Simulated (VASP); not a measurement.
A run of VASP 6.6.1:

Contents of INCAR:

```
SYSTEM = I
ALGO = Normal
EDIFF = 1E-6
ENCUT = 520
GGA = PS
ISIF = 2
ISMEAR = -1
IVDW = 12
LASPH = .True.
LCHARG = .False.
LREAL = .False.
LWAVE = .False.
NBANDS = 10
NELM = 60
PREC = Accurate
SIGMA = 0.05
```

Contents of KPOINTS:

```
k-points
0
Gamma
  7 7 11
  0 0 0
```

Contents of POSCAR:

```
I
1.0
    2.5383465792     -3.7066249365      0.0000000000
    2.5383465792      3.7066249365      0.0000000000
   -1.6208748370      0.0000000000      2.3810977968
I
1
Direct
    0.5000000000      0.5000000000      0.5000000000
```

Potentials or basis: VASP PAW PBE potentials, release 64 (I).

Launch:

```console
$ cat potpaw_PBE.64/I/POTCAR > POTCAR
$ mpirun -np 1 vasp_std > vasp.out
```

Hardware: 1 thread of Intel Xeon 8259CL (shared host).

Question: How long does it take, and how much memory?

Answer: Run time: 94 s on 1 thread of Intel Xeon 8259CL, on a shared host, peak memory 0.23 GiB. Counts: scf iterations 13, k points 156.
